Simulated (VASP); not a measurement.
## W: single point with revPBE

Crystal: W.

```
W
1.0
    -1.56563    1.56563    1.56563
     1.56563   -1.56563    1.56563
     1.56563    1.56563   -1.56563
W
1
Direct
  0.00000 0.00000 0.00000
```

| Quantity | Value |
| --- | --- |
| Program | VASP 6.6.1 |
| Task | single point |
| Functional | revPBE |
| Potentials or basis | VASP PAW PBE potentials, release 64 (W_sv) |
| Cutoff | 500 eV |
| k mesh | 10 × 10 × 10 |
| Occupations | fermi-dirac, width 0.05 eV |
| Spin | no spin polarisation |
| Dipole correction | no |
| Further INCAR settings | ALGO = Normal; EDIFF = 1e-06; NBANDS = 13 |

* Pressure: 20.7 GPa
* Band gap on the k mesh: zero (bands 7 and 8 overlap by 6.68 eV)

Levels at points of the mesh, in eV from the Fermi level:
| k point | band 4 | band 5 | band 6 | band 7 | band 8 | band 9 | band 10 | band 11 |
| --- | --- | --- | --- | --- | --- | --- | --- | --- |
| (0.00, 0.00, 0.00) | -37.83 | -9.96 | -1.43 | -1.43 | -1.43 | 2.20 | 2.20 | 14.43 |
| (0.50, 0.00, 0.00) | -37.84 | -6.63 | -3.87 | 0.63 | 2.11 | 3.14 | 6.29 | 11.41 |
| (0.50, 0.50, 0.50) | -38.82 | -6.24 | -6.24 | 5.25 | 5.25 | 5.25 | 8.35 | 8.35 |

Run time: 4.1 s on 1 thread of AMD EPYC 9R45 96-Core Processor (Zen 5), with other jobs on the host, peak memory 0.1 GiB.

Caveat: the cell stands under pressure; the PAW data sets were made with another functional, which shifts forces and pressure a little; spin-orbit coupling is left out, which moves the levels of the heavy elements.
